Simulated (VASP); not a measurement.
Write the native input for VASP 6.6.1 that does the following.

| Property | Result |
| --- | --- |
| Task | single point |
| Functional | PBE |
| Potentials or basis | VASP PAW PBE potentials, release 64 (In_d) |
| Cutoff | 520 eV |
| k mesh | 11 × 11 × 11 |
| Occupations | fermi-dirac, width 0.05 eV |
| Spin | no spin polarisation |
| Dipole correction | no |
| Further INCAR settings | ALGO = Normal; EDIFF = 1e-06; NBANDS = 12 |

The structure of In lies in POSCAR:

```
In
1.0
   -1.6254700000      1.6254700000      2.4737000000
    1.6254700000     -1.6254700000      2.4737000000
    1.6254700000      1.6254700000     -2.4737000000
In
1
Direct
    0.0000000000      0.0000000000      0.0000000000
```

These files were run (other wordings do the same):

INCAR

```
SYSTEM = In
PREC = Accurate ; ENCUT = 520
EDIFF = 1E-6 ; ISMEAR = -1
SIGMA = 0.05 ; LREAL = .FALSE.
LASPH = .TRUE. ; NELM = 60
ALGO = Normal ; ISIF = 2
LWAVE = .FALSE. ; LCHARG = .TRUE.
GGA = PE ; LELF = .TRUE.
LVHAR = .TRUE. ; NBANDS = 12
```

KPOINTS

```
Automatic mesh
0
G
  11 11 11
  0 0 0
```

Potentials or basis: VASP PAW PBE potentials, release 64 (In_d).

The run is started by

```bash
$ cat potpaw_PBE.64/In_d/POTCAR > POTCAR
$ mpirun -np 1 vasp_std > vasp.out
```

It gave:

| Property | Result |
| --- | --- |
| Pressure | 2.0 GPa |

Run time: 31 s on 1 thread of Intel(R) Xeon(R) Platinum 8259CL CPU @ 2.50GHz (Skylake/Cascade Lake), with other jobs on the host, peak memory 0.18 GiB.
